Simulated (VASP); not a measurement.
# WSe2 in VASP: single point with PBE+D3(BJ)

Aim: the single point of WSe2 with PBE+D3(BJ).

All numbers are computed with VASP 6.6.1; they aren't measurements. Logs are shortened: lines on timing, memory, paths and dates and some standing lists are left out, and cuts for length are marked.

### 1 The cell of the first run

The cell holds a slab with vacuum, 6 atoms: a = 3.285 Å, b = 3.285 Å, c = 24.239 Å, α = 90.00°, β = 90.00°, γ = 120.00°.

### 2 Single point, PBE+D3(BJ)

Input file INCAR:

```
SYSTEM = WSe2
  ALGO = Normal
  DIPOL = 0.5 0.5 0.401
  EDIFF = 1E-6
  ENCUT = 520
  GGA = PE
  IDIPOL = 3
  ISIF = 2
  ISMEAR = 0
  IVDW = 12
  LASPH = .True.
  LCHARG = .True.
  LDIPOL = .True.
  LELF = .True.
  LREAL = .False.
  LVACPOTAV = .True.
  LVHAR = .True.
  LWAVE = .False.
  NBANDS = 35
  NELM = 80
  PREC = Accurate
  SIGMA = 0.05
```

Input file KPOINTS:

```
k-points
0
Gamma
  9 9 1
  0 0 0
```

Input file POSCAR:

```
WSe2
1.0
    3.2854929596      0.0000000000      0.0000000000
   -1.6427464798      2.8453203669      0.0000000000
    0.0000000000      0.0000000000     24.2386467078
Se W
4 2
Direct
    0.3333333333      0.6666666667      0.1856539292
    0.3333333333      0.6666666667      0.3246601780
    0.3333333333      1.1666666667      0.4777215285
    0.3333333333      1.1666666667      0.6167277773
    0.6666666667      0.3333333333      0.2551570536
    0.6666666667      0.8333333333      0.5472246529
```

Potentials or basis: VASP PAW PBE potentials, release 64 (Se, W_sv).

Started as:

```bash
cat potpaw_PBE.64/Se/POTCAR potpaw_PBE.64/W_sv/POTCAR > POTCAR
mpirun -np 1 vasp_std > vasp.out
```

OUTCAR:

```text
SYSTEM = WSe2
   EDIFF = 1E-6
   ENCUT = 520
   GGA = PE
   ISIF = 2
   ISMEAR = 0
   IVDW = 12
   LASPH = .True.
   LREAL = .False.
   NELM = 80
   PREC = Accurate
 IVDW          = 12

 ion  position               nearest neighbor table
   1  0.333  0.667  0.186-   5 2.54   5 2.54   5 2.54
   2  0.333  0.667  0.325-   5 2.54   5 2.54   5 2.54
   3  0.333  0.167  0.478-   6 2.54   6 2.54   6 2.54
   4  0.333  0.167  0.617-   6 2.54   6 2.54   6 2.54
   5  0.667  0.333  0.255-   1 2.54   2 2.54   1 2.54   2 2.54   1 2.54   2 2.54
   6  0.667  0.833  0.547-   3 2.54   4 2.54   3 2.54   4 2.54   3 2.54   4 2.54

  LATTYP: Found a hexagonal cell.
 ALAT       =     3.2854929596
 C/A-ratio  =     7.3774763805

  Lattice vectors:

 A1 = (   3.2854929596,   0.0000000000,   0.0000000000)
 A2 = (  -1.6427464798,   2.8453203669,   0.0000000000)
 A3 = (   0.0000000000,   0.0000000000,  24.2386467078)

Analysis of symmetry for initial positions (statically):
=====================================================================
 Subroutine PRICEL returns:
 Original cell was already a primitive cell.

 Routine SETGRP: Setting up the symmetry group for a
 hexagonal supercell.

 Subroutine GETGRP returns: Found  4 space group operations
 (whereof  2 operations were pure point group operations)
 out of a pool of 24 trial point group operations.

The static configuration has the point symmetry C_1h.
 The point group associated with its full space group is C_2v.

Analysis of symmetry for dynamics (positions and initial velocities):
=====================================================================
 Subroutine PRICEL returns:
 Original cell was already a primitive cell.

 Routine SETGRP: Setting up the symmetry group for a
 hexagonal supercell.

 Subroutine GETGRP returns: Found  4 space group operations
 (whereof  2 operations were pure point group operations)
 out of a pool of 24 trial point group operations.

The dynamic configuration has the point symmetry C_1h.
 The point group associated with its full space group is C_2v.

 Subroutine INISYM returns: Found  4 space group operations
 (whereof  2 operations are pure point group operations),
 and found     1 'primitive' translations

----------------------------------------------------------------------------------------

                                     Primitive cell

  volume of cell :     226.5897

  direct lattice vectors                    reciprocal lattice vectors
     3.285492960  0.000000000  0.000000000     0.304368328  0.175727136  0.000000000
    -1.642746480  2.845320367  0.000000000     0.000000000  0.351454273  0.000000000
     0.000000000  0.000000000 24.238646708     0.000000000  0.000000000  0.041256429

  length of vectors
     3.285492960  3.285492960 24.238646708     0.351454273  0.351454273  0.041256429

  position of ions in fractional coordinates (direct lattice)
     0.333333333  0.666666667  0.185653929
     0.333333333  0.666666667  0.324660178
     0.333333333  0.166666667  0.477721528
     0.333333333  0.166666667  0.616727777
     0.666666667  0.333333333  0.255157054
     0.666666667  0.833333333  0.547224653

  ion indices of the primitive-cell ions
   primitive index   ion index
                 1           1
                 2           2
                 3           3
                 4           4
                 5           5
                 6           6

----------------------------------------------------------------------------------------

 KPOINTS: k-points

Automatic generation of k-mesh.
 Grid dimensions read from file:
 generate k-points for:    9    9    1

 Generating k-lattice:

  Cartesian coordinates                     Fractional coordinates (reciprocal lattice)
     0.033818703  0.019525237  0.000000000     0.111111111 -0.000000000  0.000000000
     0.000000000  0.039050475  0.000000000     0.000000000  0.111111111  0.000000000
     0.000000000  0.000000000  0.041256429     0.000000000  0.000000000  1.000000000

  Length of vectors
     0.039050475  0.039050475  0.041256429

  Shift w.r.t. Gamma in fractional coordinates (k-lattice)
     0.000000000  0.000000000  0.000000000

 Subroutine IBZKPT returns following result:
 ===========================================

 Found     25 irreducible k-points:

 Following reciprocal coordinates:
            Coordinates               Weight
  0.000000  0.000000  0.000000      1.000000
  0.111111 -0.000000  0.000000      2.000000
  0.000000  0.111111  0.000000      4.000000
  0.222222 -0.000000  0.000000      2.000000
  0.000000  0.222222  0.000000      4.000000
  0.333333  0.000000  0.000000      2.000000
[... 16 lines left out ...]
 -0.222222 -0.444444  0.000000      4.000000
  0.444444  0.333333  0.000000      4.000000
   k-points           NKPTS =     25   k-points in BZ     NKDIM =     25   number of bands    NBANDS=     35
   number of dos      NEDOS =    301   number of ions     NIONS =      6
   total plane-waves  NPLWV = 103680
   dimension x,y,z NGX =    24 NGY =   24 NGZ =  180
   dimension x,y,z NGXF=    48 NGYF=   48 NGZF=  360
   ions per type =               4   2
   NGX,Y,Z   is equivalent  to a cutoff of  12.14, 12.14, 12.35 a.u.
   NGXF,Y,Z  is equivalent  to a cutoff of  24.29, 24.29, 24.69 a.u.
 SYSTEM =  WSe2
   PREC   = accura    normal or accurate (medium, high low for compatibility)
   ISTART =      0    job   : 0-new  1-cont  2-samecut
   ICHARG =      2    charge: 1-file 2-atom 10-const
   ISPIN  =      1    spin polarized calculation?
   LNONCOLLINEAR =      F non collinear calculations
   LSORBIT =      F    spin-orbit coupling
   LASPH  =      T    aspherical Exc in radial PAW
   ENCUT  =  520.0 eV  38.22 Ry    6.18 a.u.   6.11  6.11 45.07*2*pi/ulx,y,z
   NELM   =     80;   NELMIN=  2; NELMDL= -5     # of ELM steps
   EDIFF  = 0.1E-05   stopping-criterion for ELM
   LREAL  =      F    real-space projection
   EDIFFG = 0.1E-04   stopping-criterion for IOM
   NSW    =      0    number of steps for IOM
   IBRION =     -1    ionic relax: 0-MD 1-quasi-New 2-CG
   NFREE  =      0    steps in history (QN), initial steepest desc. (CG)
   ISIF   =      2    stress and relaxation
   ISYM   =      2    0-nonsym 1-usesym 2-fastsym
   POTIM  = 0.5000    time-step for ionic-motion
   TEBEG  =    0.0;   TEEND  =   0.0 temperature during run
   PSTRESS=    0.0 pullay stress
   NELECT =      52.0000    total number of electrons
   NUPDOWN=      -1.0000    fix difference up-down
   EMIN   =  10.00;   EMAX   =-10.00  energy-range for DOS
   EFERMI =   0.00;   METHOD = LEGACY
   ISMEAR =     0;   SIGMA  =   0.05  broadening in eV -4-tet -1-fermi 0-gaus
   EFERMI_NEDOS =   21; number of points for ismear=-14 and -15
   IALGO  =     38    algorithm
   IMIX   =      4    mixing-type and parameters
     AMIX     =   0.40;   BMIX     =  1.00
     AMIX_MAG =   1.60;   BMIX_MAG =  1.00
  volume/ion in A,a.u.               =      37.76       254.85
  Fermi-wavevector in a.u.,A,eV,Ry     =   1.002296  1.894064 13.668371  1.004597
  Thomas-Fermi vector in A             =   2.134774
   LORBIT       =      0    0 simple, 1 ext, 2 COOP (PROOUT), +10 PAW based schemes
   GGA     = PE    functional components
   LHFCALC =     F    Hartree Fock is set to
   AEXX    =    0.0000 exact exchange contribution
   IVDW    =    12    specifies the selected vdW correction
   LEPSILON=     F    determine dielectric tensor
   LRPA    =     F    only Hartree local field effects (RPA)
 non-spin polarized calculation
 Gauss-broadening in eV      SIGMA  =   0.05
  energy-cutoff  :      520.00
  volume of cell :      226.59
 maximum number of plane-waves:      6144
   NGX = 13   NGY = 13   NGZ = 91

 dipolmoment           0.000000      0.000000      0.000021 electrons x Angstroem

 number of electron      51.9999987 magnetization

 dipolmoment           0.000000      0.000000     -0.000002 electrons x Angstroem

 Free energy of the ion-electron system (eV)
  ---------------------------------------------------
  ext. energy  EPLUGINS =         0.00000000
  ---------------------------------------------------
  free energy    TOTEN  =       -43.21606908 eV

  energy without entropy =      -43.21606908  energy(sigma->0) =      -43.21606908

 E-fermi :   1.1754     XC(G=0):  -6.2891

 val. band max:        0.8640883968   @ k =   0.3333   0.3333   0.0000
 cond. band min:       2.4408183695   @ k =   0.2222   0.1111   0.0000
 fundamental gap:      1.5767299727
 Fermi energy:         1.1753879802

 k-point     1 :       0.0000    0.0000    0.0000
  band No.  band energies     occupation
      1     -73.1816      2.00000
      2     -73.1816      2.00000
      3     -37.4273      2.00000
      4     -37.4273      2.00000
      5     -37.2932      2.00000
      6     -37.2932      2.00000
[... 27 lines left out ...]
     34       4.0334      0.00000
     35       5.1740      0.00000

 k-point     2 :       0.1111   -0.0000    0.0000
  band No.  band energies     occupation
      1     -73.1804      2.00000
      2     -73.1804      2.00000
      3     -37.4220      2.00000
      4     -37.4220      2.00000
      5     -37.3208      2.00000
      6     -37.3208      2.00000
[... 27 lines left out ...]
     34       4.1741      0.00000
     35       5.5962      0.00000

 k-point     3 :       0.0000    0.1111    0.0000
  band No.  band energies     occupation
      1     -73.1804      2.00000
      2     -73.1804      2.00000
      3     -37.4220      2.00000
      4     -37.4220      2.00000
      5     -37.3209      2.00000
      6     -37.3209      2.00000
[... 27 lines left out ...]
     34       4.1504      0.00000
     35       5.5985      0.00000
[... 723 lines left out ...]
 k-point    23 :      -0.2222   -0.4444    0.0000
  band No.  band energies     occupation
      1     -73.1705      2.00000
      2     -73.1705      2.00000
      3     -37.4915      2.00000
      4     -37.4915      2.00000
      5     -37.4031      2.00000
      6     -37.4031      2.00000
[... 27 lines left out ...]
     34       5.5006      0.00000
     35       6.3598      0.00000

 k-point    24 :       0.4444    0.3333    0.0000
  band No.  band energies     occupation
      1     -73.1705      2.00000
      2     -73.1705      2.00000
      3     -37.4915      2.00000
      4     -37.4915      2.00000
      5     -37.4032      2.00000
      6     -37.4031      2.00000
[... 27 lines left out ...]
     34       5.5377      0.00000
     35       6.3720      0.00000

 [... further k-points ...]

------------------------ aborting loop because EDIFF is reached ----------------------------------------

 Edisp (eV)   -2.28596

 E8    (eV) :    -1.0511

  FORCE on cell =-STRESS in cart. coord.  units (eV):
  Direction    XX          YY          ZZ          XY          YZ          ZX
  --------------------------------------------------------------------------------------
  -------------------------------------------------------------------------------------
  Total      -0.01075     0.02453    -0.38108    -0.03055     0.00000     0.00000
  in kB      -0.07598     0.17346    -2.69455    -0.21602     0.00000     0.00000
  external pressure =       -0.87 kB  Pullay stress =        0.00 kB

 VOLUME and BASIS-vectors are now :
 -----------------------------------------------------------------------------
  energy-cutoff  :      520.00
  volume of cell :      226.59
      direct lattice vectors                 reciprocal lattice vectors
     3.285492960  0.000000000  0.000000000     0.304368328  0.175727136  0.000000000
    -1.642746480  2.845320367  0.000000000     0.000000000  0.351454273  0.000000000
     0.000000000  0.000000000 24.238646708     0.000000000  0.000000000  0.041256429

 POSITION                                       TOTAL-FORCE (eV/Angst)
 -----------------------------------------------------------------------------------
     -0.00000      1.89688      4.50000         0.000903      0.000521     -0.039225
     -0.00000      1.89688      7.86932        -0.001462     -0.000844      0.131168
      0.82137      0.47422     11.57932        -0.001462     -0.000844     -0.131168
      0.82137      0.47422     14.94865         0.000903      0.000521      0.039225
      1.64275      0.94844      6.18466         0.000559      0.000323      0.035755
      0.82137      2.37110     13.26399         0.000559      0.000323     -0.035755
 -----------------------------------------------------------------------------------
    total drift:                                0.000254      0.000147     -0.000057

  FREE ENERGIE OF THE ION-ELECTRON SYSTEM (eV)
  ---------------------------------------------------
  free  energy   TOTEN  =       -45.5020330276 eV

  energy  without entropy=      -45.5020330276  energy(sigma->0) =      -45.50203303

 vacuum level on the upper side and lower side of the slab         5.919         5.919
```

It took 2.2 min on 1 thread of Intel Xeon 6975P-C (Granite Rapids), shared host; peak memory 0.42 GiB.

What came out:

- Free energy: -45.5020 eV
- Largest force: 0.131 eV/Å
- Band gap on the k mesh: 1.58 eV, indirect (least direct gap 1.66 eV)
- Dispersion energy per atom: -0.381 eV

Forces in eV/Å, atoms in the order of the input:
```
Se   0.001  0.001 -0.039
Se  -0.001 -0.001  0.131
Se  -0.001 -0.001 -0.131
Se   0.001  0.001  0.039
W    0.001  0.000  0.036
W    0.001  0.000 -0.036
```

Caveat: spin-orbit coupling is left out, which moves the levels of the heavy elements.
